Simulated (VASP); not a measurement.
# Sb: single point with LDA

Sb, a slab with vacuum:

```
Sb
1.0
     3.29853    0.00000    0.00000
    -1.64926    2.85661    0.00000
     0.00000    0.00000   21.45480
Sb
3
Cartesian
  0.0000 0.0000 8.0968
  0.0000 1.9044 10.7274
  0.0000 0.0000 13.3580
```

- Program: VASP 6.6.1
- Task: single point
- Functional: LDA
- Potentials or basis: VASP PAW LDA potentials, release 64 (Sb)
- Cutoff: 520 eV
- k mesh: 14 × 14 × 1
- Occupations: fermi-dirac, width 0.08 eV
- Spin: no spin polarisation
- Dipole correction: yes
- Further INCAR settings: ALGO = Normal; EDIFF = 1e-06; NBANDS = 14

- Largest force: 0.015 eV/Å
- Band gap on the k mesh: zero (an odd number of electrons rules out a gap without spin polarisation)

Forces on the atoms (eV/Å):
```
Sb   0.000  0.000 -0.015
Sb   0.000  0.000  0.000
Sb   0.000  0.000  0.015
```

Levels at points of the mesh, in eV from the Fermi level:
```
           k point  band 3  band 4  band 5  band 6  band 7  band 8  band 9  band 10  band 11  band 12
(0.00, 0.00, 0.00)   -9.95   -4.78   -1.61    1.90    4.02    4.02    4.02     4.72     5.02     5.02
(0.50, 0.00, 0.00)   -8.06   -5.15   -5.05   -3.70   -1.08    0.69    0.95     1.33     2.07     3.45
```

Run time: 2.5 min on 1 thread of Intel Xeon 8259CL, with other jobs on the host, peak memory 0.28 GiB.

Caveat: spin-orbit coupling is left out, which moves the levels of the heavy elements.
